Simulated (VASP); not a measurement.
# Se (P6_3/mmc) in VASP: further runs

The runs below take Se through single point, with LDA.

All numbers are computed with VASP 6.6.1; they aren't measurements. Logs are shortened: lines on timing, memory, paths and dates and some standing lists are left out, and cuts for length are marked.

### Step 1. The cell of the first run

It takes space group P6_3/mmc (No. 194, hexagonal). The conventional cell has a = 2.615 Å, b = 2.615 Å, c = 3.837 Å, α = 90.00°, β = 90.00°, γ = 120.00°. Se (site symmetry -6m2) has 12 Se at 2.44 to 2.62 Å within 3.2 Å.

This isn't the form of Se at room conditions, which is trigonal, of chains.

### Step 2. Single point, LDA

INCAR

```
PREC     = Accurate       # precision mode
ENCUT    = 520            # plane-wave cutoff, eV
EDIFF    = 1E-6           # SCF threshold, eV
ISMEAR   = -1             # smearing method
SIGMA    = 0.1            # smearing width, eV
LREAL    = F              # projectors in reciprocal space
LASPH    = T              # aspherical terms in the spheres
NELM     = 100            # most SCF steps
ALGO     = Normal         # electronic algorithm
ISIF     = 2              # what is computed and relaxed
LWAVE    = F              # write WAVECAR
LCHARG   = T              # write CHGCAR
LELF     = T              # ELF
LVHAR    = T            
NBANDS   = 13             # bands
```

KPOINTS

```
regular mesh
0
Gamma
  17 17 9
```

POSCAR

```
Se
1.0
    2.6152944576      0.0000000000      0.0000000000
   -1.3076472288      2.2649114387      0.0000000000
    0.0000000000      0.0000000000      3.8374002745
Se
2
Direct
    0.3333333333      0.6666666667      0.2500000000
    0.6666666667      0.3333333333      0.7500000000
```

Potentials or basis: VASP PAW LDA potentials, release 64 (Se).

Command:

```sh
$ cat potpaw_LDA.64/Se/POTCAR > POTCAR
$ mpirun -np 1 vasp_std > vasp.out
```

OUTCAR:

```text
PREC = Accurate
   ENCUT = 520
   EDIFF = 1E-6
   ISMEAR = -1
   LREAL = F
   LASPH = T
   NELM = 100
   ISIF = 2

 ion  position               nearest neighbor table
   1  0.333  0.667  0.250-   2 2.44   2 2.44   2 2.44   2 2.44   2 2.44   2 2.44
   2  0.667  0.333  0.750-   1 2.44   1 2.44   1 2.44   1 2.44   1 2.44   1 2.44

  LATTYP: Found a hexagonal cell.
 ALAT       =     2.6152944576
 C/A-ratio  =     1.4672918620

  Lattice vectors:

 A1 = (   2.6152944576,   0.0000000000,   0.0000000000)
 A2 = (  -1.3076472288,   2.2649114387,   0.0000000000)
 A3 = (   0.0000000000,   0.0000000000,   3.8374002745)

Analysis of symmetry for initial positions (statically):
=====================================================================
 Subroutine PRICEL returns:
 Original cell was already a primitive cell.

 Routine SETGRP: Setting up the symmetry group for a
 hexagonal supercell.

 Subroutine GETGRP returns: Found 24 space group operations
 (whereof 12 operations were pure point group operations)
 out of a pool of 24 trial point group operations.

The static configuration has the point symmetry D_3d.
 The point group associated with its full space group is D_6h.

Analysis of symmetry for dynamics (positions and initial velocities):
=====================================================================
 Subroutine PRICEL returns:
 Original cell was already a primitive cell.

 Routine SETGRP: Setting up the symmetry group for a
 hexagonal supercell.

 Subroutine GETGRP returns: Found 24 space group operations
 (whereof 12 operations were pure point group operations)
 out of a pool of 24 trial point group operations.

The dynamic configuration has the point symmetry D_3d.
 The point group associated with its full space group is D_6h.

 Subroutine INISYM returns: Found 24 space group operations
 (whereof 12 operations are pure point group operations),
 and found     1 'primitive' translations

----------------------------------------------------------------------------------------

                                     Primitive cell

  volume of cell :      22.7305

  direct lattice vectors                    reciprocal lattice vectors
     2.615294458  0.000000000  0.000000000     0.382366122  0.220759184  0.000000000
    -1.307647229  2.264911439  0.000000000     0.000000000  0.441518367  0.000000000
     0.000000000  0.000000000  3.837400275     0.000000000  0.000000000  0.260593091

  length of vectors
     2.615294458  2.615294458  3.837400275     0.441518367  0.441518367  0.260593091

  position of ions in fractional coordinates (direct lattice)
     0.333333333  0.666666667  0.250000000
     0.666666667  0.333333333  0.750000000

  ion indices of the primitive-cell ions
   primitive index   ion index
                 1           1
                 2           2

----------------------------------------------------------------------------------------

 KPOINTS: regular mesh

Automatic generation of k-mesh.
 Grid dimensions read from file:
 generate k-points for:   17   17    9

 Generating k-lattice:

  Cartesian coordinates                     Fractional coordinates (reciprocal lattice)
     0.022492125  0.012985834  0.000000000     0.058823529  0.000000000  0.000000000
     0.000000000  0.025971669  0.000000000     0.000000000  0.058823529  0.000000000
     0.000000000  0.000000000  0.028954788     0.000000000  0.000000000  0.111111111

  Length of vectors
     0.025971669  0.025971669  0.028954788

  Shift w.r.t. Gamma in fractional coordinates (k-lattice)
     0.000000000  0.000000000  0.000000000

 Subroutine IBZKPT returns following result:
 ===========================================

 Found    165 irreducible k-points:

 Following reciprocal coordinates:
            Coordinates               Weight
  0.000000  0.000000  0.000000      1.000000
  0.058824  0.000000  0.000000      6.000000
  0.117647  0.000000  0.000000      6.000000
  0.176471 -0.000000  0.000000      6.000000
  0.235294  0.000000  0.000000      6.000000
  0.294118  0.000000  0.000000      6.000000
[... 16 lines left out ...]
  0.411765  0.117647  0.000000     12.000000
  0.176471  0.176471  0.000000      6.000000
 [... further k-points ...]
   k-points           NKPTS =    165   k-points in BZ     NKDIM =    165   number of bands    NBANDS=     13
   number of dos      NEDOS =    301   number of ions     NIONS =      2
   total plane-waves  NPLWV =  12000
   dimension x,y,z NGX =    20 NGY =   20 NGZ =   30
   dimension x,y,z NGXF=    40 NGYF=   40 NGZF=   60
   ions per type =               2
   NGX,Y,Z   is equivalent  to a cutoff of  12.71, 12.71, 13.00 a.u.
   NGXF,Y,Z  is equivalent  to a cutoff of  25.43, 25.43, 25.99 a.u.
 SYSTEM =  unknown system
   PREC   = accura    normal or accurate (medium, high low for compatibility)
   ISTART =      0    job   : 0-new  1-cont  2-samecut
   ICHARG =      2    charge: 1-file 2-atom 10-const
   ISPIN  =      1    spin polarized calculation?
   LNONCOLLINEAR =      F non collinear calculations
   LSORBIT =      F    spin-orbit coupling
   LASPH  =      T    aspherical Exc in radial PAW
   ENCUT  =  520.0 eV  38.22 Ry    6.18 a.u.   4.86  4.86  7.14*2*pi/ulx,y,z
   NELM   =    100;   NELMIN=  2; NELMDL= -5     # of ELM steps
   EDIFF  = 0.1E-05   stopping-criterion for ELM
   LREAL  =      F    real-space projection
   EDIFFG = 0.1E-04   stopping-criterion for IOM
   NSW    =      0    number of steps for IOM
   IBRION =     -1    ionic relax: 0-MD 1-quasi-New 2-CG
   NFREE  =      0    steps in history (QN), initial steepest desc. (CG)
   ISIF   =      2    stress and relaxation
   ISYM   =      2    0-nonsym 1-usesym 2-fastsym
   POTIM  = 0.5000    time-step for ionic-motion
   TEBEG  =    0.0;   TEEND  =   0.0 temperature during run
   PSTRESS=    0.0 pullay stress
   NELECT =      12.0000    total number of electrons
   NUPDOWN=      -1.0000    fix difference up-down
   EMIN   =  10.00;   EMAX   =-10.00  energy-range for DOS
   EFERMI =   0.00;   METHOD = LEGACY
   ISMEAR =    -1;   SIGMA  =   0.10  broadening in eV -4-tet -1-fermi 0-gaus
   EFERMI_NEDOS =   21; number of points for ismear=-14 and -15
   IALGO  =     38    algorithm
   IMIX   =      4    mixing-type and parameters
     AMIX     =   0.40;   BMIX     =  1.00
     AMIX_MAG =   1.60;   BMIX_MAG =  1.00
  volume/ion in A,a.u.               =      11.37        76.70
  Fermi-wavevector in a.u.,A,eV,Ry     =   1.323119  2.500333 23.818960  1.750644
  Thomas-Fermi vector in A             =   2.452750
   LORBIT       =      0    0 simple, 1 ext, 2 COOP (PROOUT), +10 PAW based schemes
   GGA     = CA    functional components
   LHFCALC =     F    Hartree Fock is set to
   AEXX    =    0.0000 exact exchange contribution
   IVDW    =     0    specifies the selected vdW correction
   LEPSILON=     F    determine dielectric tensor
   LRPA    =     F    only Hartree local field effects (RPA)
 non-spin polarized calculation
  energy-cutoff  :      520.00
  volume of cell :       22.73
 maximum number of plane-waves:       628
 NGX is ok and might be reduce to    20
   NGX =  9   NGY =  9   NGZ = 15

 number of electron      12.0000000 magnetization

 Free energy of the ion-electron system (eV)
  ---------------------------------------------------
  ext. energy  EPLUGINS =         0.00000000
  ---------------------------------------------------
  free energy    TOTEN  =        -3.05321636 eV

  energy without entropy =       -3.03232421  energy(sigma->0) =       -3.04277029

 E-fermi :  15.0062     XC(G=0): -13.4967

 val. band max:       14.9762585465   @ k =   0.4706   0.0588   0.3333
 cond. band min:      15.0638498963   @ k =   0.4118   0.1765   0.1111
 fundamental gap:      0.0875913498
 Fermi energy:        15.0061938325

 k-point     1 :       0.0000    0.0000    0.0000
  band No.  band energies     occupation
      1      -8.4681      2.00000
      2       1.0548      2.00000
      3       2.4410      2.00000
      4      16.9030      0.00000
      5      16.9030      0.00000
      6      20.2391      0.00000
      7      20.2391      0.00000
      8      23.5785      0.00000
      9      24.3138      0.00000
     10      26.6264      0.00000
     11      27.9084      0.00000
     12      27.9084      0.00000
     13      30.8012      0.00000

 k-point     2 :       0.0588    0.0000    0.0000
  band No.  band energies     occupation
      1      -8.3688      2.00000
      2       1.1440      2.00000
      3       2.5414      2.00000
      4      15.8242      0.00056
      5      16.4688      0.00000
      6      19.9079      0.00000
      7      20.5610      0.00000
      8      23.8436      0.00000
      9      24.2373      0.00000
     10      26.1332      0.00000
     11      27.7543      0.00000
     12      28.5162      0.00000
     13      30.2861      0.00000

 k-point     3 :       0.1176    0.0000    0.0000
  band No.  band energies     occupation
      1      -8.0711      2.00000
      2       1.4090      2.00000
      3       2.8416      2.00000
      4      13.6257      2.00000
      5      15.5644      0.00750
      6      18.9336      0.00000
      7      21.0186      0.00000
      8      22.5643      0.00000
      9      23.9035      0.00000
     10      26.4262      0.00000
     11      27.8235      0.00000
     12      29.2853      0.00000
     13      29.3132      0.00000
[... 305 lines left out ...]
 k-point    23 :       0.4118    0.1176    0.0000
  band No.  band energies     occupation
      1      -2.2699      2.00000
      2       0.2957      2.00000
      3       7.1968      2.00000
      4       8.2732      2.00000
      5       9.2059      2.00000
      6      10.1905      2.00000
      7      11.8137      2.00000
      8      17.3589      0.00000
      9      20.6292      0.00000
     10      21.2583      0.00000
     11      29.8333      0.00000
     12      30.1909      0.00000
     13      36.1021      0.00000

 k-point    24 :       0.1765    0.1765    0.0000
  band No.  band energies     occupation
      1      -5.8078      2.00000
      2       3.1432      2.00000
      3       5.0899      2.00000
      4       7.7309      2.00000
      5       9.2805      2.00000
      6      16.3061      0.00000
      7      16.9676      0.00000
      8      17.3938      0.00000
      9      22.2433      0.00000
     10      24.1728      0.00000
     11      25.2638      0.00000
     12      31.8888      0.00000
     13      33.0865      0.00000

 [... further k-points ...]

------------------------ aborting loop because EDIFF is reached ----------------------------------------

  FORCE on cell =-STRESS in cart. coord.  units (eV):
  Direction    XX          YY          ZZ          XY          YZ          ZX
  --------------------------------------------------------------------------------------
  -------------------------------------------------------------------------------------
  Total       20.2050069     20.2050069     20.3039415      0.0000000      0.0000000      0.0000000
  in kB     1424.1661655   1424.1661655   1431.1396548      0.0000000      0.0000000      0.0000000
  external PRESSURE =    1426.4906619 kB  Pullay stress =       0.0000000 kB

 VOLUME and BASIS-vectors are now :
 -----------------------------------------------------------------------------
  energy-cutoff  :      520.00
  volume of cell :       22.73
      direct lattice vectors                 reciprocal lattice vectors
     2.615294458  0.000000000  0.000000000     0.382366122  0.220759184  0.000000000
    -1.307647229  2.264911439  0.000000000     0.000000000  0.441518367  0.000000000
     0.000000000  0.000000000  3.837400275     0.000000000  0.000000000  0.260593091

 POSITION                                       TOTAL-FORCE (eV/Angst)
 -----------------------------------------------------------------------------------
     -0.00000      1.50994      0.95935         0.000000     -0.000000      0.000000
      1.30765      0.75497      2.87805        -0.000000      0.000000      0.000000
 -----------------------------------------------------------------------------------
    total drift:                                0.000000     -0.000000      0.000000

  FREE ENERGIE OF THE ION-ELECTRON SYSTEM (eV)
  ---------------------------------------------------
  free  energy   TOTEN  =        -3.0532163617 eV

  energy  without entropy=       -3.0323242129  energy(sigma->0) =       -3.04277029
```

Wall time 56 s (1 thread of Intel Xeon 8259CL, shared host); peak memory 0.15 GiB.

Results:

```
Free energy            : -3.0532 eV
Pressure               : 142.6 GPa
Band gap on the k mesh : zero (bands 6 and 7 overlap by 9.17 eV)
```

Caveat: the cell stands under pressure.

### Step 3. Single point, LDA

INCAR

```
PREC = Accurate
ENCUT = 520
EDIFF = 1E-6
ISMEAR = -1
SIGMA = 0.1
LREAL = F
LASPH = T
NELM = 100
ALGO = Normal
ISIF = 2
LWAVE = F
LCHARG = F
NBANDS = 13
```

KPOINTS

```
Automatic mesh
0
Gamma
  17 17 9
```

POSCAR

```
Se
1.0
    2.6154497233      0.0000000000      0.0000000000
   -1.3077248616      2.2650459027      0.0000000000
    0.0000000000      0.0000000000      3.8375828466
Se
2
Direct
    0.3333333333      0.6666666667      0.2500000000
    0.6666666667      0.3333333333      0.7500000000
```

Potentials or basis: VASP PAW LDA potentials, release 64 (Se).

Command:

```sh
$ cat potpaw_LDA.64/Se/POTCAR > POTCAR
$ mpirun -np 1 vasp_std > vasp.out
```

Wall time 58 s (1 thread of Intel Xeon 8259CL, shared host); peak memory 0.15 GiB.

The run converged. Its results:

```yaml
Free_energy: -3.0566 eV
Pressure: 142.6 GPa
Band_gap_on_the_k_mesh: zero (bands 6 and 7 overlap by 9.17 eV)
```

Stress tensor (GPa, compression positive):
```
142.32   0.00   0.00
  0.00 142.32   0.00
  0.00   0.00 143.01
```

Levels at points of the mesh, in eV from the Fermi level:
```csv
k point,band 2,band 3,band 4,band 5,band 6,band 7,band 8,band 9,band 10,band 11
"(0.00, 0.00, 0.00)",-13.95,-12.56,1.90,1.90,5.23,5.23,8.57,9.31,11.62,12.90
```

Caveat: the cell stands under pressure.
